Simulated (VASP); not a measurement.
Set up this calculation in VASP 6.6.1, as the native input.

- Task: relaxation of cell and atoms
- Functional: PBE
- Potentials or basis: VASP PAW PBE potentials, release 64 (Cu, Ru_pv, Rh_pv, Ag, Ir)
- Cutoff: 600 eV
- k mesh: 5 × 5 × 3
- Occupations: gaussian, width 0.1 eV
- Spin: no spin polarisation
- Dipole correction: no
- Further INCAR settings: ALGO = Fast; EDIFF = 1e-07; ISYM = 0; IBRION = 2; EDIFFG = -0.04; NSW = 45; ISIF = 3

The structure of Cu5AgIr4RuRh lies in POSCAR:

```
Cu5AgIr4RuRh
1.0
   -3.8345218061     -3.8451047729      0.0084456637
    0.0167600990      3.8198990102      3.7683071102
   -3.8066202225      3.8256488529     -3.7908170519
Cu Ru Rh Ag Ir
5 1 1 1 4
Direct
    0.6769432828      0.3297238094      0.3298150610
    0.9891290982      0.4995332198      0.0070780527
    0.8322056619      0.6752740442      0.6649222554
    0.3340860239      0.6756634580      0.6665002218
    0.1692568059      0.8164612890      0.3433526955
    0.6721498255      0.8279911860      0.3157538309
    0.4830948934      0.9897410823      0.0066247901
    0.8286629095      0.1774419941      0.6675007321
    0.0097169477      0.0011231993      0.0120231529
    0.3280164981      0.1759035962      0.6657454786
    0.1875070233      0.3236855619      0.3337632069
    0.4917248204      0.5005918058      0.9974732048
```

The input as run:

INCAR

```
PREC     = Accurate       # precision mode
ENCUT    = 600            # plane-wave cutoff, eV
EDIFF    = 1E-7           # SCF threshold, eV
ISMEAR   = 0              # smearing method
SIGMA    = 0.1            # smearing width, eV
LREAL    = F              # projectors in reciprocal space
LASPH    = T              # aspherical terms in the spheres
NELM     = 100            # most SCF steps
ALGO     = Fast           # electronic algorithm
ISIF     = 3              # what is computed and relaxed
LWAVE    = F              # write WAVECAR
LCHARG   = F              # write CHGCAR
GGA      = PE             # functional
IBRION   = 2              # ionic algorithm
NSW      = 45             # ionic steps
EDIFFG   = -0.04          # ionic threshold
ISYM     = 0
```

KPOINTS

```
Automatic mesh
0
Gamma
  5 5 3
```

Potentials or basis: VASP PAW PBE potentials, release 64 (Cu, Ru_pv, Rh_pv, Ag, Ir).

The run is started by

```bash
$ cat potpaw_PBE.64/Cu/POTCAR potpaw_PBE.64/Ru_pv/POTCAR potpaw_PBE.64/Rh_pv/POTCAR potpaw_PBE.64/Ag/POTCAR potpaw_PBE.64/Ir/POTCAR > POTCAR
$ mpirun -np 1 vasp_std > vasp.out
```

It gave:

| Quantity | Value |
| --- | --- |
| Relaxed volume | 13.83 Å³/atom |
| Relaxed cell | a = 5.437 Å, b = 5.365 Å, c = 6.598 Å, α = 89.31°, β = 90.45°, γ = 120.43° |
| Space group after relaxing (to 0.1 Å) | P1 (No. 1) |
| Energy gained by relaxing | 0.7 meV/atom |
| Ionic steps | 6 |
| Pressure after relaxing | 0.0 GPa |
| Largest force after relaxing | 0.035 eV/Å |
| Band gap on the k mesh | zero (an odd number of electrons rules out a gap without spin polarisation) |

Caveat: spin-orbit coupling is left out, which moves the levels of the heavy elements.

Wall time 2.9 h on 1 thread of Oxide Virtual Turin-like Processor, on a shared host, peak memory 0.74 GiB.
